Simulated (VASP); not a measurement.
GaAs, 2 atoms in the cell. It takes space group P-6m2 (No. 187, hexagonal). The conventional cell has a = 3.606 Å, b = 3.606 Å, c = 3.573 Å, α = 90.00°, β = 90.00°, γ = 120.00°. Within 3.7 Å of Ga (site symmetry -6m2) lie 6 As at 2.74 Å and 8 Ga at 3.57 to 3.61 Å. As (site symmetry -6m2) has 6 Ga at 2.74 Å and 8 As at 3.57 to 3.61 Å within 3.7 Å. 

```yaml
Program: VASP 6.6.1
Task: single point
Functional: PBE
Potentials_or_basis: VASP PAW PBE potentials, release 64 (Ga_d, As)
Cutoff: 520 eV
k_mesh: 9 × 9 × 8
Occupations: gaussian, width 0.019 eV
Spin: no spin polarisation
Dipole_correction: no
Further_INCAR_settings: ALGO = Normal; EDIFF = 1e-06; NBANDS = 16
```

Potentials or basis: VASP PAW PBE potentials, release 64 (Ga_d, As).

Launch:

```console
$ cat potpaw_PBE.64/Ga_d/POTCAR potpaw_PBE.64/As/POTCAR > POTCAR
$ mpirun -np 1 vasp_std > vasp.out
```

Hardware: 1 thread of Intel Xeon 8259CL, on a shared host.

Task: Estimate the wall time of this run.

Result: Wall time 47 s on 1 thread of Intel Xeon 8259CL (shared host), peak memory 0.18 GiB. Counts: scf iterations 10, k points 60.
